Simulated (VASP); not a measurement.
Input of a VASP 6.6.1 run:

File INCAR:

```
SYSTEM = SnSe2
PREC = Accurate
ENCUT = 520
EDIFF = 1E-6
ISMEAR = 0
SIGMA = 0.01
LREAL = .False.
LASPH = .True.
NELM = 60
ALGO = Normal
ISIF = 2
LWAVE = .False.
LCHARG = .True.
GGA = PE
LELF = .True.
LVHAR = .True.
NBANDS = 35
```

Contents of KPOINTS:

```
Automatic mesh
0
Gamma
  6 6 6
  0 0 0
```

POSCAR

```
SnSe2
1.0
   -2.8143962742      2.8143962742      5.5112834773
    2.8143962742     -2.8143962742      5.5112834773
    2.8143962742      2.8143962742     -5.5112834773
Sn Se
2 4
Direct
    0.7500000000      0.2500000000      0.5000000000
    0.0000000000      0.0000000000      0.0000000000
    0.5193771699      0.0193771699      0.5000000000
    0.7693771699      0.7693771699      0.0000000000
    0.2306228301      0.2306228301      0.0000000000
    0.9806228301      0.4806228301      0.5000000000
```

Potentials or basis: VASP PAW PBE potentials, release 64 (Sn_d, Se).

Launch:

```console
$ cat potpaw_PBE.64/Sn_d/POTCAR potpaw_PBE.64/Se/POTCAR > POTCAR
$ mpirun -np 1 vasp_std > vasp.out
```

Problem. Predict the band gap on the k mesh.

Solution. 0.33 eV (least direct gap 0.53 eV).

Problem. Estimate the pressure.

Solution. 1.9 GPa.

Problem. Predict the largest force.

Solution. 0.211 eV/Å.

Stress tensor (GPa, compression positive):
```
1.61 0.00 0.00
0.00 1.61 0.00
0.00 0.00 2.61
```

Caveat: semilocal functionals underestimate gaps, and a narrow one can read as zero; spin-orbit coupling is left out, which moves the levels of the heavy elements. A k mesh can miss the band edges.
